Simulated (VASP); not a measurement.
A run of VASP 6.6.1 is set up as follows.

Contents of INCAR:

```
ALGO = Fast ; DIPOL = 0.5 0.5 0.500
EDIFF = 1E-6 ; ENCUT = 520
GGA = PS ; IDIPOL = 3
ISIF = 2 ; ISMEAR = 0
LASPH = True ; LCHARG = False
LDIPOL = True ; LREAL = False
LWAVE = False ; NBANDS = 54
NELM = 80 ; PREC = Accurate
SIGMA = 0.1
```

The input KPOINTS:

```
k-points
0
Gamma
  15 15 1
```

File POSCAR:

```
Cu
1.0
    2.5197984285      0.0000000000      0.0000000000
   -1.2598992142      2.1822094515      0.0000000000
    0.0000000000      0.0000000000     29.4116958642
Cu
8
Direct
    0.3333333333      0.6666666667      0.2552143452
    0.0000000000      0.0000000000      0.3245522829
    0.6666666667      0.3333333333      0.3945511217
    0.0000000000      0.0000000000      0.4648985328
    0.3333333333      0.6666666667      0.5350053507
    0.0000000000      0.0000000000      0.6054082932
    0.6666666667      0.3333333333      0.6753764429
    0.0000000000      0.0000000000      0.7449936306
```

Potentials or basis: VASP PAW PBE potentials, release 64 (Cu).

Command:

```sh
$ cat potpaw_PBE.64/Cu/POTCAR > POTCAR
$ mpirun -np 1 vasp_std > vasp.out
```

Question: Estimate the band gap on the k mesh.

Answer: Zero (band 44 reaches 5.87 eV, above the bottom of band 45 at 0.63 eV).

Question: Predict the largest force.

Answer: 0.027 eV/Å.

Forces on the atoms (eV/Å):
```
Cu   0.000  0.000 -0.026
Cu   0.000  0.000 -0.003
Cu   0.000  0.000  0.000
Cu   0.000  0.000 -0.003
Cu   0.000  0.000  0.003
Cu   0.000  0.000 -0.001
Cu   0.000  0.000  0.004
Cu   0.000  0.000  0.027
```

Caveat: the PAW data sets were made with another functional, which shifts forces and pressure a little.
